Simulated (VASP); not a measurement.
Set up this calculation in VASP 6.6.1, as the native input.

```yaml
Task: single point
Functional: PBE
Potentials_or_basis: VASP PAW PBE potentials, release 64 (Sb)
Cutoff: 520 eV
k_mesh: 12 × 12 × 12
Occupations: gaussian, width 0.15 eV
Spin: no spin polarisation
Dipole_correction: no
Further_INCAR_settings: ALGO = Normal; EDIFF = 1e-06; NBANDS = 12
```

The structure of Sb lies in POSCAR:

```
Sb
1.0
    2.0860823220      1.2044001902      3.8563200000
   -2.0860823220      1.2044001902      3.8563200000
    0.0000000000     -2.4088003803      3.8563200000
Sb
2
Direct
    0.2336400000      0.2336400000      0.2336400000
    0.7663600000      0.7663600000      0.7663600000
```

This cell differs from its parent crystal: strain -0.030 along x and y, +0.030 along z.

One way to write it, as run:

INCAR

```
PREC = Accurate ; ENCUT = 520
EDIFF = 1E-6 ; ISMEAR = 0
SIGMA = 0.15 ; LREAL = F
LASPH = T ; NELM = 100
ALGO = Normal ; ISIF = 2
LWAVE = F ; LCHARG = T
GGA = PE ; LELF = T
LVHAR = T ; NBANDS = 12
```

KPOINTS

```
regular mesh
0
Gamma
  12 12 12
```

Potentials or basis: VASP PAW PBE potentials, release 64 (Sb).

Run with:

```sh
$ cat potpaw_PBE.64/Sb/POTCAR > POTCAR
$ mpirun -np 1 vasp_std > vasp.out
```

It gave:

The pressure is 5.7 GPa and the largest force is 0.444 eV/Å. The band gap on the k mesh is zero (bands 5 and 6 overlap by 0.41 eV).

Caveat: the cell differs from its parent crystal (strain -0.030 along x and y, +0.030 along z); the cell stands under pressure; spin-orbit coupling is left out, which moves the levels of the heavy elements.

Wall time 59 s on 1 thread of AMD EPYC 9R45 96-Core Processor (Zen 5) (shared host), peak memory 0.25 GiB.
